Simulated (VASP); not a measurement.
# TiC (Fm-3m) in VASP: settings compared

Aim: see how the results for TiC move with the level of theory and the settings. Levels: PBE-based screened hybrid with 35 % exact exchange, HSE06. Tasks: single point.

Everything below comes from runs of VASP 6.6.1. Logs are shortened: lines on timing, memory, paths and dates and some standing lists are left out, and cuts for length are marked.

**1. The cell of the first run**

The structure is cubic, space group Fm-3m (No. 225). Conventional cell: a = 4.331 Å, b = 4.331 Å, c = 4.331 Å, α = 90.00°, β = 90.00°, γ = 90.00°. Within 2.9 Å of Ti (site symmetry m-3m) lie 6 C at 2.17 Å. Within 2.9 Å of C (site symmetry m-3m) lie 6 Ti at 2.17 Å.

**2. Single point, PBE-based screened hybrid with 35 % exact exchange**

Input file POSCAR:

```
TiC
1.0
    0.0000000000      2.1657188437      2.1657188437
    2.1657188437      0.0000000000      2.1657188437
    2.1657188437      2.1657188437      0.0000000000
Ti C
1 1
Direct
    0.0000000000      0.0000000000      0.0000000000
    0.5000000000      0.5000000000      0.5000000000
```

Input file INCAR.step1:

```
PREC     = Accurate       # precision mode
ENCUT    = 520            # plane-wave cutoff, eV
EDIFF    = 1E-5           # SCF threshold, eV
ISMEAR   = -1             # smearing method
SIGMA    = 0.05           # smearing width, eV
LREAL    = False          # projectors in reciprocal space
LASPH    = True           # aspherical terms in the spheres
NELM     = 60             # most SCF steps
ALGO     = Normal         # electronic algorithm
ISIF     = 2              # what is computed and relaxed
LWAVE    = True           # write WAVECAR
LCHARG   = False          # write CHGCAR
GGA      = PE             # functional
NBANDS   = 15             # bands
```

Input file INCAR.step2:

```
PREC     = Accurate       # precision mode
ENCUT    = 520            # plane-wave cutoff, eV
EDIFF    = 1E-7           # SCF threshold, eV
ISMEAR   = -1             # smearing method
SIGMA    = 0.05           # smearing width, eV
LREAL    = False          # projectors in reciprocal space
LASPH    = True           # aspherical terms in the spheres
NELM     = 60             # most SCF steps
ALGO     = Normal         # electronic algorithm
ISIF     = 2              # what is computed and relaxed
LWAVE    = False          # write WAVECAR
LCHARG   = False          # write CHGCAR
GGA      = PE             # functional
LHFCALC  = True           # exact exchange
AEXX     = 0.35           # exact-exchange fraction
HFSCREEN = 0.2078699      # screening, 1/A
PRECFOCK = Normal       
ISTART   = 1            
NBANDS   = 15             # bands
```

Input file KPOINTS:

```
Automatic mesh
0
Gamma
  6 6 6
```

Potentials or basis: VASP PAW PBE potentials, release 64 (Ti_sv, C).

On the command line:

```bash
$ cat potpaw_PBE.64/Ti_sv/POTCAR potpaw_PBE.64/C/POTCAR > POTCAR
$ cp INCAR.step1 INCAR
$ mpirun -np 1 vasp_std > vasp.out
$ cp INCAR.step2 INCAR
$ mpirun -np 1 vasp_std > vasp.out
```

OUTCAR:

```text
PREC = Accurate
   ENCUT = 520
   EDIFF = 1E-7
   ISMEAR = -1
   LREAL = False
   LASPH = True
   NELM = 60
   ISIF = 2
   GGA = PE
   LHFCALC = True
   AEXX = 0.35
   HFSCREEN = 0.2078699
   PRECFOCK = Normal
   ISTART = 1

 ion  position               nearest neighbor table
   1  0.000  0.000  0.000-   2 2.17   2 2.17   2 2.17   2 2.17   2 2.17   2 2.17
   2  0.500  0.500  0.500-   1 2.17   1 2.17   1 2.17   1 2.17   1 2.17   1 2.17

  LATTYP: Found a face centered cubic cell.
 ALAT       =     4.3314376874

  Lattice vectors:

 A1 = (   0.0000000000,   2.1657188437,   2.1657188437)
 A2 = (   2.1657188437,   0.0000000000,   2.1657188437)
 A3 = (   2.1657188437,   2.1657188437,   0.0000000000)

Analysis of symmetry for initial positions (statically):
=====================================================================
 Subroutine PRICEL returns:
 Original cell was already a primitive cell.

 Routine SETGRP: Setting up the symmetry group for a
 face centered cubic supercell.

 Subroutine GETGRP returns: Found 48 space group operations
 (whereof 48 operations were pure point group operations)
 out of a pool of 48 trial point group operations.

The static configuration has the point symmetry O_h .

Analysis of symmetry for dynamics (positions and initial velocities):
=====================================================================
 Subroutine PRICEL returns:
 Original cell was already a primitive cell.

 Routine SETGRP: Setting up the symmetry group for a
 face centered cubic supercell.

 Subroutine GETGRP returns: Found 48 space group operations
 (whereof 48 operations were pure point group operations)
 out of a pool of 48 trial point group operations.

The dynamic configuration has the point symmetry O_h .

 Subroutine INISYM returns: Found 48 space group operations
 (whereof 48 operations are pure point group operations),
 and found     1 'primitive' translations

----------------------------------------------------------------------------------------

                                     Primitive cell

  volume of cell :      20.3159

  direct lattice vectors                    reciprocal lattice vectors
     0.000000000  2.165718844  2.165718844    -0.230870227  0.230870227  0.230870227
     2.165718844  0.000000000  2.165718844     0.230870227 -0.230870227  0.230870227
     2.165718844  2.165718844  0.000000000     0.230870227  0.230870227 -0.230870227

  length of vectors
     3.062788961  3.062788961  3.062788961     0.399878962  0.399878962  0.399878962

[... 88 lines left out ...]
   IALGO  =     38    algorithm
   IMIX   =      1    mixing-type and parameters
     AMIX     =   0.40;   BMIX     =  1.00
     AMIX_MAG =   1.60;   BMIX_MAG =  1.00
  volume/ion in A,a.u.               =      10.16        68.55
  Fermi-wavevector in a.u.,A,eV,Ry     =   1.511829  2.856943 31.097854  2.285628
  Thomas-Fermi vector in A             =   2.621834
   LORBIT       =      0    0 simple, 1 ext, 2 COOP (PROOUT), +10 PAW based schemes
   GGA     = PE    functional components
   LHFCALC =     T    Hartree Fock is set to
   PRECFOCK=normal    Normal, Fast or Accurate (Low or Medium for compatibility)
   ENCUT4O =  -1.0   cutoff for four orbital integrals eV
   NKREDX  =     1    reduce k-point grid by
   NKREDY  =     1    reduce k-point grid by
   NKREDZ  =     1    reduce k-point grid by
   AEXX    =    0.3500 exact exchange contribution
   HFSCREEN=    0.2079 screening length (either q_TF or 0.3 A-1)
   HFSCREENC=   0.2079 screening length for correlation (either q_TF or 0.3 A-1)
   ENCUTFOCK=  -1.0 apply spherical cutoff to Coloumb kernel
   IVDW    =     0    specifies the selected vdW correction
   LEPSILON=     F    determine dielectric tensor
   LRPA    =     F    only Hartree local field effects (RPA)
 non-spin polarized calculation
  energy-cutoff  :      520.00
  volume of cell :       20.32
 maximum number of plane-waves:       568
  NGX = 18; NGY = 18; NGZ = 18

 number of electron      16.0000000 magnetization

 Free energy of the ion-electron system (eV)
  ---------------------------------------------------
  ext. energy  EPLUGINS =         0.00000000
  ---------------------------------------------------
  free energy    TOTEN  =       -23.41341818 eV

  energy without entropy =      -23.40932384  energy(sigma->0) =      -23.41137101

 E-fermi :   9.1726     XC(G=0):  -9.4595

 val. band max:        9.1709319665   @ k =   0.1667   0.1667   0.0000
 cond. band min:      10.0073197439   @ k =   0.1667   0.1667   0.0000
 fundamental gap:      0.8363877775
 Fermi energy:         9.1726285486

 k-point     1 :       0.0000    0.0000    0.0000
  band No.  band energies     occupation
      1     -54.0413      2.00000
      2     -27.7391      2.00000
      3     -27.7391      2.00000
      4     -27.7390      2.00000
      5      -5.6809      2.00000
      6      10.9231      0.00000
      7      10.9231      0.00000
      8      10.9231      0.00000
      9      11.2646      0.00000
     10      11.2646      0.00000
     11      11.2646      0.00000
     12      11.5050      0.00000
     13      11.5050      0.00000
     14      21.2683      0.00000
[... 257 lines left out ...]
      2     -28.1630      2.00000
      3     -28.0063      2.00000
      4     -27.9305      2.00000
      5      -2.5096      2.00000
      6       4.8756      2.00000
      7       5.8788      2.00000
      8       6.4157      2.00000
      9      11.9425      0.00000
     10      14.1376      0.00000
     11      14.4357      0.00000
     12      14.8449      0.00000
     13      16.1442      0.00000
     14      24.5533      0.00000
     15      25.1981      0.00000

------------------------ aborting loop because EDIFF is reached ----------------------------------------

  FORCE on cell =-STRESS in cart. coord.  units (eV):
  Direction    XX          YY          ZZ          XY          YZ          ZX
  --------------------------------------------------------------------------------------
  -------------------------------------------------------------------------------------
  Total       -0.8279167     -0.8279167     -0.8279167     -0.0000000     -0.0000000      0.0000000
  in kB      -65.2921561    -65.2921561    -65.2921561     -0.0000000     -0.0000000      0.0000000
  external PRESSURE =     -65.2921561 kB  Pullay stress =       0.0000000 kB

 VOLUME and BASIS-vectors are now :
 -----------------------------------------------------------------------------
  energy-cutoff  :      520.00
  volume of cell :       20.32
      direct lattice vectors                 reciprocal lattice vectors
     0.000000000  2.165718844  2.165718844    -0.230870227  0.230870227  0.230870227
     2.165718844  0.000000000  2.165718844     0.230870227 -0.230870227  0.230870227
     2.165718844  2.165718844  0.000000000     0.230870227  0.230870227 -0.230870227

 POSITION                                       TOTAL-FORCE (eV/Angst)
 -----------------------------------------------------------------------------------
      0.00000      0.00000      0.00000        -0.000000     -0.000000     -0.000000
      2.16572      2.16572      2.16572         0.000000      0.000000      0.000000
 -----------------------------------------------------------------------------------
    total drift:                               -0.000007      0.000004      0.000003

  FREE ENERGIE OF THE ION-ELECTRON SYSTEM (eV)
  ---------------------------------------------------
  free  energy   TOTEN  =       -23.4134181843 eV

  energy  without entropy=      -23.4093238380  energy(sigma->0) =      -23.41137101
```

OSZICAR.step1:

```text
N       E                     dE             d eps       ncg     rms          rms(c)
DAV:   1     0.114864334790E+03    0.11486E+03   -0.80273E+03   487   0.127E+03
DAV:   2    -0.174109969402E+02   -0.13228E+03   -0.12294E+03   536   0.332E+02
DAV:   3    -0.241448823499E+02   -0.67339E+01   -0.66833E+01   596   0.747E+01
DAV:   4    -0.243118282949E+02   -0.16695E+00   -0.16681E+00   653   0.113E+01
DAV:   5    -0.243153300329E+02   -0.35017E-02   -0.35017E-02   575   0.142E+00    0.183E+01
DAV:   6    -0.193581525338E+02    0.49572E+01   -0.11998E+01   655   0.563E+01    0.708E+00
DAV:   7    -0.187382693788E+02    0.61988E+00   -0.22639E+00   536   0.209E+01    0.493E+00
DAV:   8    -0.187108652114E+02    0.27404E-01   -0.11221E-01   529   0.363E+00    0.334E+00
DAV:   9    -0.187021675764E+02    0.86976E-02   -0.90297E-02   667   0.418E+00    0.718E-01
DAV:  10    -0.187009982995E+02    0.11693E-02   -0.11131E-02   572   0.129E+00    0.624E-01
DAV:  11    -0.186991656230E+02    0.18327E-02   -0.32393E-03   529   0.757E-01    0.206E-01
DAV:  12    -0.186989145528E+02    0.25107E-03   -0.49455E-04   703   0.310E-01    0.511E-02
DAV:  13    -0.186988935874E+02    0.20965E-04   -0.70215E-05   580   0.875E-02    0.997E-03
DAV:  14    -0.186988935214E+02    0.66090E-07   -0.41137E-06   261   0.232E-02
   1 F= -.18698894E+02 E0= -.18696608E+02  d E =-.457136E-02
```

Wall time 25 min (1 thread of AMD EPYC 7R13 (Zen 3), shared host); peak memory 0.22 GiB.

What came out:

* Free energy: -23.4134 eV
* Pressure: -6.5 GPa
* Band gap on the k mesh: zero (bands 8 and 9 overlap by 2.18 eV)

Levels at points of the mesh, in eV from the Fermi level:
```tsv
k point	band 4	band 5	band 6	band 7	band 8	band 9	band 10	band 11	band 12	band 13
(0.00, 0.00, 0.00)	-36.91	-14.85	1.75	1.75	1.75	2.09	2.09	2.09	2.33	2.33
(0.50, 0.00, 0.00)	-36.96	-10.81	-7.12	-3.62	-3.62	4.53	4.53	5.84	9.24	10.14
(0.50, 0.50, 0.00)	-37.10	-12.18	-4.48	-1.30	-0.20	-0.20	3.59	5.26	5.26	7.30
```

Caveat: the k points lie up to 0.42 Å⁻¹ apart, too coarse for converged energies and pressures of a metal; the PAW data sets were made with another functional, which shifts forces and pressure a little.

(Part 1 of 3 ends here.)
